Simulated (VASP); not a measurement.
# Si in VASP: a series of runs

Runs on Si. Level: PBE. Tasks: single point.

Program: VASP 6.6.1. These are calculated values, not measurements. Logs are shortened: lines on timing, memory, paths and dates and some standing lists are left out, and cuts for length are marked.

### Step 1. The cell of the first run

The cell holds a slab with vacuum, 4 atoms: a = 3.869 Å, b = 3.869 Å, c = 20.103 Å, α = 90.00°, β = 90.00°, γ = 90.00°.

### Step 2. Single point, PBE

INCAR

```
SYSTEM = Si
PREC     = Accurate       ! precision mode
ENCUT    = 520            ! plane-wave cutoff, eV
EDIFF    = 1E-6           ! SCF threshold, eV
ISMEAR   = -1             ! smearing method
SIGMA    = 0.02           ! smearing width, eV
LREAL    = .FALSE.        ! projectors in reciprocal space
LASPH    = .TRUE.         ! aspherical terms in the spheres
NELM     = 80             ! most SCF steps
ALGO     = Normal         ! electronic algorithm
ISIF     = 2              ! what is computed and relaxed
LWAVE    = .FALSE.        ! write WAVECAR
LCHARG   = .FALSE.        ! write CHGCAR
LDIPOL   = .TRUE.       
IDIPOL   = 3            
DIPOL    = 0.5 0.5 0.500
GGA      = PE             ! functional
NBANDS   = 16             ! bands
```

KPOINTS

```
Automatic mesh
0
G
  7 7 1
  0 0 0
```

POSCAR

```
Si
1.0
    3.8685410222      0.0000000000      0.0000000000
    0.0000000000      3.8685410222      0.0000000000
    0.0000000000      0.0000000000     20.1032000000
Si
4
Direct
    0.0000000000      0.2500000000      0.3982242681
    0.5000000000      0.2500000000      0.4649941553
    0.5000000000      0.7500000000      0.5350058445
    0.0000000000      0.7500000000      0.6017757321
```

Potentials or basis: VASP PAW PBE potentials, release 64 (Si).

On the command line:

```sh
$ cat potpaw_PBE.64/Si/POTCAR > POTCAR
$ mpirun -np 1 vasp_std > vasp.out
```

OUTCAR:

```text
SYSTEM = Si
   PREC = Accurate
   ENCUT = 520
   EDIFF = 1E-6
   ISMEAR = -1
   LREAL = .FALSE.
   LASPH = .TRUE.
   NELM = 80
   ISIF = 2
   GGA = PE

 ion  position               nearest neighbor table
   1  0.000  0.250  0.398-   2 2.35   2 2.35
   2  0.500  0.250  0.465-   1 2.35   1 2.35   3 2.39   3 2.39
   3  0.500  0.750  0.535-   4 2.35   4 2.35   2 2.39   2 2.39
   4  0.000  0.750  0.602-   3 2.35   3 2.35

  LATTYP: Found a simple tetragonal cell.
 ALAT       =     3.8685410222
 C/A-ratio  =     5.1965844189

  Lattice vectors:

 A1 = (   3.8685410222,   0.0000000000,   0.0000000000)
 A2 = (   0.0000000000,   3.8685410222,   0.0000000000)
 A3 = (   0.0000000000,   0.0000000000,  20.1032000000)

Analysis of symmetry for initial positions (statically):
=====================================================================
 Subroutine PRICEL returns:
 Original cell was already a primitive cell.

 Routine SETGRP: Setting up the symmetry group for a
 simple tetragonal supercell.

 Subroutine GETGRP returns: Found  8 space group operations
 (whereof  4 operations were pure point group operations)
 out of a pool of 16 trial point group operations.

The static configuration has the point symmetry C_2h.
 The point group associated with its full space group is D_2h.

Analysis of symmetry for dynamics (positions and initial velocities):
=====================================================================
 Subroutine PRICEL returns:
 Original cell was already a primitive cell.

 Routine SETGRP: Setting up the symmetry group for a
 simple tetragonal supercell.

 Subroutine GETGRP returns: Found  8 space group operations
 (whereof  4 operations were pure point group operations)
 out of a pool of 16 trial point group operations.

The dynamic configuration has the point symmetry C_2h.
 The point group associated with its full space group is D_2h.

 Subroutine INISYM returns: Found  8 space group operations
 (whereof  4 operations are pure point group operations),
 and found     1 'primitive' translations

----------------------------------------------------------------------------------------

                                     Primitive cell

  volume of cell :     300.8566

  direct lattice vectors                    reciprocal lattice vectors
     3.868541022  0.000000000  0.000000000     0.258495385  0.000000000  0.000000000
     0.000000000  3.868541022  0.000000000     0.000000000  0.258495385  0.000000000
     0.000000000  0.000000000 20.103200000     0.000000000  0.000000000  0.049743324

  length of vectors
     3.868541022  3.868541022 20.103200000     0.258495385  0.258495385  0.049743324

  position of ions in fractional coordinates (direct lattice)
     0.000000000  0.250000000  0.398224268
     0.500000000  0.250000000  0.464994155
     0.500000000  0.750000000  0.535005844
     0.000000000  0.750000000  0.601775732

  ion indices of the primitive-cell ions
   primitive index   ion index
                 1           1
                 2           2
                 3           3
                 4           4

----------------------------------------------------------------------------------------

 KPOINTS: Automatic mesh

Automatic generation of k-mesh.
 Grid dimensions read from file:
 generate k-points for:    7    7    1

 Generating k-lattice:

  Cartesian coordinates                     Fractional coordinates (reciprocal lattice)
     0.036927912  0.000000000  0.000000000     0.142857143  0.000000000  0.000000000
     0.000000000  0.036927912  0.000000000     0.000000000  0.142857143  0.000000000
     0.000000000  0.000000000  0.049743324     0.000000000  0.000000000  1.000000000

  Length of vectors
     0.036927912  0.036927912  0.049743324

  Shift w.r.t. Gamma in fractional coordinates (k-lattice)
     0.000000000  0.000000000  0.000000000

 Subroutine IBZKPT returns following result:
 ===========================================

 Found     16 irreducible k-points:

 Following reciprocal coordinates:
            Coordinates               Weight
  0.000000  0.000000  0.000000      1.000000
  0.142857  0.000000  0.000000      2.000000
  0.000000  0.142857  0.000000      2.000000
  0.285714  0.000000  0.000000      2.000000
  0.000000  0.285714  0.000000      2.000000
  0.428571  0.000000  0.000000      2.000000
[... 8 lines left out ...]
 -0.285714  0.428571  0.000000      4.000000
  0.428571  0.428571  0.000000      4.000000
   k-points           NKPTS =     16   k-points in BZ     NKDIM =     16   number of bands    NBANDS=     16
   number of dos      NEDOS =    301   number of ions     NIONS =      4
   total plane-waves  NPLWV = 135000
   dimension x,y,z NGX =    30 NGY =   30 NGZ =  150
   dimension x,y,z NGXF=    60 NGYF=   60 NGZF=  300
   ions per type =               4
   NGX,Y,Z   is equivalent  to a cutoff of  12.89, 12.89, 12.40 a.u.
   NGXF,Y,Z  is equivalent  to a cutoff of  25.78, 25.78, 24.81 a.u.
 SYSTEM =  Si
   PREC   = accura    normal or accurate (medium, high low for compatibility)
   ISTART =      0    job   : 0-new  1-cont  2-samecut
   ICHARG =      2    charge: 1-file 2-atom 10-const
   ISPIN  =      1    spin polarized calculation?
   LNONCOLLINEAR =      F non collinear calculations
   LSORBIT =      F    spin-orbit coupling
   LASPH  =      T    aspherical Exc in radial PAW
   ENCUT  =  520.0 eV  38.22 Ry    6.18 a.u.   7.19  7.19 37.38*2*pi/ulx,y,z
   NELM   =     80;   NELMIN=  2; NELMDL= -5     # of ELM steps
   EDIFF  = 0.1E-05   stopping-criterion for ELM
   LREAL  =      F    real-space projection
   EDIFFG = 0.1E-04   stopping-criterion for IOM
   NSW    =      0    number of steps for IOM
   IBRION =     -1    ionic relax: 0-MD 1-quasi-New 2-CG
   NFREE  =      0    steps in history (QN), initial steepest desc. (CG)
   ISIF   =      2    stress and relaxation
   ISYM   =      2    0-nonsym 1-usesym 2-fastsym
   POTIM  = 0.5000    time-step for ionic-motion
   TEBEG  =    0.0;   TEEND  =   0.0 temperature during run
   PSTRESS=    0.0 pullay stress
   NELECT =      16.0000    total number of electrons
   NUPDOWN=      -1.0000    fix difference up-down
   EMIN   =  10.00;   EMAX   =-10.00  energy-range for DOS
   EFERMI =   0.00;   METHOD = LEGACY
   ISMEAR =    -1;   SIGMA  =   0.02  broadening in eV -4-tet -1-fermi 0-gaus
   EFERMI_NEDOS =   21; number of points for ismear=-14 and -15
   IALGO  =     38    algorithm
   IMIX   =      4    mixing-type and parameters
     AMIX     =   0.40;   BMIX     =  1.00
     AMIX_MAG =   1.60;   BMIX_MAG =  1.00
  volume/ion in A,a.u.               =      75.21       507.57
  Fermi-wavevector in a.u.,A,eV,Ry     =   0.615642  1.163395  5.156814  0.379015
  Thomas-Fermi vector in A             =   1.673085
   LORBIT       =      0    0 simple, 1 ext, 2 COOP (PROOUT), +10 PAW based schemes
   GGA     = PE    functional components
   LHFCALC =     F    Hartree Fock is set to
   AEXX    =    0.0000 exact exchange contribution
   IVDW    =     0    specifies the selected vdW correction
   LEPSILON=     F    determine dielectric tensor
   LRPA    =     F    only Hartree local field effects (RPA)
 non-spin polarized calculation
  energy-cutoff  :      520.00
  volume of cell :      300.86
 maximum number of plane-waves:      8132
 NGX is ok and might be reduce to    30
   NGX = 15   NGY = 15   NGZ = 75

 number of electron      15.9999999 magnetization

 dipolmoment           0.000000      0.000000      0.000000 electrons x Angstroem

 Free energy of the ion-electron system (eV)
  ---------------------------------------------------
  ext. energy  EPLUGINS =         0.00000000
  ---------------------------------------------------
  free energy    TOTEN  =       -18.00757894 eV

  energy without entropy =      -18.00213845  energy(sigma->0) =      -18.00485870

 E-fermi :  -2.3970     XC(G=0):  -3.4710

 val. band max:       -2.4276108397   @ k =   0.4286   0.0000   0.0000
 cond. band min:      -2.3852630056   @ k =  -0.2857   0.4286   0.0000
 fundamental gap:      0.0423478340
 Fermi energy:        -2.3970374450

 k-point     1 :       0.0000    0.0000    0.0000
  band No.  band energies     occupation
      1     -13.1324      2.00000
      2     -10.9945      2.00000
      3      -7.7057      2.00000
      4      -4.3007      2.00000
      5      -4.0716      2.00000
      6      -3.9435      2.00000
[... 8 lines left out ...]
     15       2.5486      0.00000
     16       2.6782      0.00000

 k-point     2 :       0.1429    0.0000    0.0000
  band No.  band energies     occupation
      1     -12.9652      2.00000
      2     -10.8088      2.00000
      3      -7.8886      2.00000
      4      -5.0154      2.00000
      5      -4.6837      2.00000
      6      -3.9549      2.00000
[... 8 lines left out ...]
     15       2.9017      0.00000
     16       2.9108      0.00000

 k-point     3 :       0.0000    0.1429    0.0000
  band No.  band energies     occupation
      1     -12.9745      2.00000
      2     -10.9493      2.00000
      3      -7.6147      2.00000
      4      -5.3079      2.00000
      5      -4.1886      2.00000
      6      -3.4910      2.00000
[... 8 lines left out ...]
     15       2.7132      0.00000
     16       2.9041      0.00000

 k-point     4 :       0.2857    0.0000    0.0000
  band No.  band energies     occupation
      1     -12.4889      2.00000
      2     -10.2604      2.00000
      3      -8.6882      2.00000
      4      -6.3430      2.00000
      5      -5.3597      2.00000
      6      -3.6489      2.00000
[... 8 lines left out ...]
     15       3.2883      0.00000
     16       3.3877      0.00000

 k-point     5 :       0.0000    0.2857    0.0000
  band No.  band energies     occupation
      1     -12.5215      2.00000
      2     -10.9241      2.00000
      3      -7.4242      2.00000
      4      -6.6454      2.00000
      5      -3.8797      2.00000
      6      -3.4045      2.00000
[... 8 lines left out ...]
     15       3.1968      0.00000
     16       3.4355      0.00000

 k-point     6 :       0.4286    0.0000    0.0000
  band No.  band energies     occupation
      1     -11.8673      2.00000
      2      -9.6992      2.00000
      3      -9.4190      2.00000
      4      -7.8301      2.00000
      5      -4.8383      2.00000
      6      -3.7887      2.00000
[... 8 lines left out ...]
     15       3.2726      0.00000
     16       3.6480      0.00000
[... 115 lines left out ...]
 k-point    13 :       0.2857    0.2857    0.0000
  band No.  band energies     occupation
      1     -11.8619      2.00000
      2     -10.1864      2.00000
      3      -8.2462      2.00000
      4      -6.8016      2.00000
      5      -5.4156      2.00000
      6      -5.1682      2.00000
[... 8 lines left out ...]
     15       3.8108      0.00000
     16       3.8826      0.00000

 k-point    14 :       0.4286    0.2857    0.0000
  band No.  band energies     occupation
      1     -11.2001      2.00000
      2      -9.3017      2.00000
      3      -9.2537      2.00000
      4      -8.0068      2.00000
      5      -5.3145      2.00000
      6      -4.8022      2.00000
[... 8 lines left out ...]
     15       3.6865      0.00000
     16       4.3544      0.00000

 k-point    15 :      -0.2857    0.4286    0.0000
  band No.  band energies     occupation
      1     -11.1729      2.00000
      2     -10.4916      2.00000
      3      -7.8493      2.00000
      4      -7.4533      2.00000
      5      -5.4455      2.00000
      6      -5.2868      2.00000
[... 8 lines left out ...]
     15       4.0444      0.00000
     16       4.4709      0.00000

 k-point    16 :       0.4286    0.4286    0.0000
  band No.  band energies     occupation
      1     -10.4379      2.00000
      2      -9.6335      2.00000
      3      -8.8336      2.00000
      4      -8.4400      2.00000
      5      -5.4601      2.00000
      6      -5.1004      2.00000
[... 8 lines left out ...]
     15       3.6672      0.00000
     16       4.3167      0.00000

------------------------ aborting loop because EDIFF is reached ----------------------------------------

 vacuum level on the upper side and lower side of the slab       (xc-potential included)        -0.120        -0.120

  FORCE on cell =-STRESS in cart. coord.  units (eV):
  Direction    XX          YY          ZZ          XY          YZ          ZX
  --------------------------------------------------------------------------------------
  -------------------------------------------------------------------------------------
  Total       -1.0921524     -2.9722451     -0.0166367      0.0000000     -0.0000000      0.0000000
  in kB       -5.8161316    -15.8283484     -0.0885966      0.0000000     -0.0000000      0.0000000
  external PRESSURE =      -7.2443589 kB  Pullay stress =       0.0000000 kB

 VOLUME and BASIS-vectors are now :
 -----------------------------------------------------------------------------
  energy-cutoff  :      520.00
  volume of cell :      300.86
      direct lattice vectors                 reciprocal lattice vectors
     3.868541022  0.000000000  0.000000000     0.258495385  0.000000000  0.000000000
     0.000000000  3.868541022  0.000000000     0.000000000  0.258495385  0.000000000
     0.000000000  0.000000000 20.103200000     0.000000000  0.000000000  0.049743324

 POSITION                                       TOTAL-FORCE (eV/Angst)
 -----------------------------------------------------------------------------------
      0.00000      0.96714      8.00558         0.000000      0.000000      0.000789
      1.93427      0.96714      9.34787         0.000000     -0.000000      0.004380
      1.93427      2.90141     10.75533         0.000000      0.000000     -0.004380
      0.00000      2.90141     12.09762         0.000000      0.000000     -0.000789
 -----------------------------------------------------------------------------------
    total drift:                                0.000000      0.000000      0.000001

  FREE ENERGIE OF THE ION-ELECTRON SYSTEM (eV)
  ---------------------------------------------------
  free  energy   TOTEN  =       -18.0075789357 eV

  energy  without entropy=      -18.0021384548  energy(sigma->0) =      -18.00485870

 vacuum level on the upper side and lower side of the slab         2.881         2.881
```

Wall time 1.9 min (1 thread of Intel Xeon Platinum 8259CL at 2.50GHz (Skylake/Cascade Lake), shared host); peak memory 0.37 GiB.

Results:

```
Free energy            : -18.0076 eV
Largest force          : 0.004 eV/Å
Band gap on the k mesh : zero (band 8 reaches -1.89 eV, above the bottom of band 9 at -2.56 eV)
```

Forces on the atoms (eV/Å):
```
Si   0.000  0.000  0.001
Si   0.000  0.000  0.004
Si   0.000  0.000 -0.004
Si   0.000  0.000 -0.001
```

Levels at points of the mesh, in eV from the Fermi level:
| k point | band 6 | band 7 | band 8 | band 9 | band 10 | band 11 |
| --- | --- | --- | --- | --- | --- | --- |
| (0.00, 0.00, 0.00) | -1.55 | -0.54 | 0.48 | 1.37 | 1.83 | 1.99 |

### Step 3. Single point, PBE

INCAR

```
  ALGO = Normal
  DIPOL = 0.5 0.5 0.500
  EDIFF = 1E-6
  EFIELD = -0.2
  ENCUT = 520
  GGA = PE
  IDIPOL = 3
  ISIF = 2
  ISMEAR = -1
  LASPH = T
  LCHARG = F
  LDIPOL = T
  LREAL = F
  LWAVE = F
  NBANDS = 16
  NELM = 80
  PREC = Accurate
  SIGMA = 0.02
```

KPOINTS

```
k-points
0
Gamma
  7 7 1
```

POSCAR is that of step 2.

Potentials or basis: VASP PAW PBE potentials, release 64 (Si).

On the command line:

```sh
$ cat potpaw_PBE.64/Si/POTCAR > POTCAR
$ mpirun -np 1 vasp_std > vasp.out
```

Run time: 2.1 min. Hardware: 1 thread of Intel Xeon Platinum 8259CL at 2.50GHz (Skylake/Cascade Lake), shared host; peak memory 0.37 GiB.

The run converged. Its results:

```yaml
Free_energy: -18.0188 eV
Largest_force: 0.013 eV/Å
Band_gap_on_the_k_mesh: zero (band 8 reaches -1.89 eV, above the bottom of band 9 at -2.56 eV)
```

Forces on the atoms (eV/Å):
```
Si   0.000  0.000 -0.009
Si   0.000  0.000  0.013
Si   0.000  0.000  0.005
Si   0.000  0.000 -0.008
```

Levels at points of the mesh, in eV from the Fermi level:
| k point | band 4 | band 5 | band 6 | band 7 | band 8 | band 9 | band 10 | band 11 | band 12 | band 13 |
| --- | --- | --- | --- | --- | --- | --- | --- | --- | --- | --- |
| (0.00, 0.00, 0.00) | -1.90 | -1.67 | -1.55 | -0.54 | 0.47 | 1.37 | 1.83 | 1.99 | 2.97 | 3.35 |

### Step 4. Single point, PBE

INCAR

```
SYSTEM = Si
PREC = Accurate
ENCUT = 520
EDIFF = 1E-6
ISMEAR = -1
SIGMA = 0.02
LREAL = .False.
LASPH = .True.
NELM = 80
ALGO = Normal
ISIF = 2
LWAVE = .False.
LCHARG = .False.
LDIPOL = .True.
IDIPOL = 3
DIPOL = 0.5 0.5 0.500
GGA = PE
NBANDS = 16
EFIELD = -0.2
```

KPOINTS

```
regular mesh
0
Gamma
  7 7 1
  0 0 0
```

POSCAR is that of step 3.

On the command line:

```sh
$ cat potpaw_PBE.64/Si/POTCAR > POTCAR
$ mpirun -np 1 vasp_std > vasp.out
```

It took 2.2 min on 1 thread of Intel Xeon Platinum 8259CL at 2.50GHz (Skylake/Cascade Lake), shared host; peak memory 0.37 GiB.

Results (log left out):

| Item | Value |
| --- | --- |
| Free energy | -18.0188 eV |
| Largest force | 0.013 eV/Å |
| Band gap on the k mesh | zero (band 8 reaches -1.89 eV, above the bottom of band 9 at -2.56 eV) |

Forces in eV/Å, atoms in the order of the input:
```
Si   0.000  0.000 -0.009
Si   0.000  0.000  0.013
Si   0.000  0.000  0.005
Si   0.000  0.000 -0.008
```

Levels at points of the mesh, in eV from the Fermi level:
```csv
k point,band 5,band 6,band 7,band 8,band 9,band 10,band 11,band 12
"(0.00, 0.00, 0.00)",-1.67,-1.55,-0.54,0.47,1.37,1.83,1.99,2.97
```

### Step 5. Single point, PBE

INCAR

```
SYSTEM = Si
  PREC = Accurate
  ENCUT = 520
  EDIFF = 1E-6
  ISMEAR = -1
  SIGMA = 0.02
  LREAL = .FALSE.
  LASPH = .TRUE.
  NELM = 80
  ALGO = Normal
  ISIF = 2
  LWAVE = .FALSE.
  LCHARG = .FALSE.
  GGA = PE
  NBANDS = 16
```

KPOINTS

```
Automatic mesh
0
G
  7 7 1
  0 0 0
```

POSCAR is that of step 4.

On the command line:

```sh
$ cat potpaw_PBE.64/Si/POTCAR > POTCAR
$ mpirun -np 1 vasp_std > vasp.out
```

Wall time 1.7 min (1 thread of Intel Xeon Platinum 8259CL at 2.50GHz (Skylake/Cascade Lake), shared host); peak memory 0.37 GiB.

The run converged. Its results:

```
Free energy            : -18.0076 eV
Largest force          : 0.004 eV/Å
Band gap on the k mesh : zero (band 8 reaches -1.89 eV, above the bottom of band 9 at -2.56 eV)
```

Forces in eV/Å, atoms in the order of the input:
```
Si   0.000  0.000  0.001
Si   0.000  0.000  0.004
Si   0.000  0.000 -0.004
Si   0.000  0.000 -0.001
```

Levels at points of the mesh, in eV from the Fermi level:
```tsv
k point	band 6	band 7	band 8	band 9	band 10	band 11
(0.00, 0.00, 0.00)	-1.55	-0.54	0.48	1.37	1.83	1.99
```

### Step 6. Overview

| dipole correction | electric field (eV/Å) | gap on the mesh (eV) |
| --- | --- | --- |
| yes | - | none |
| yes | 0.2 | none |
| no | - | none |

Alike in all rows: task single point; level PBE; potentials or basis VASP PAW PBE potentials, release 64 (Si); no spin polarisation; cell as given; k mesh 7 × 7 × 1; cutoff (eV) 520; smearing fermi-dirac 0.02 eV.

Every run on the cell as given and a fine mesh finds a metal.

Total energies depend on the potentials used, so only differences within one code and one set of settings carry meaning.
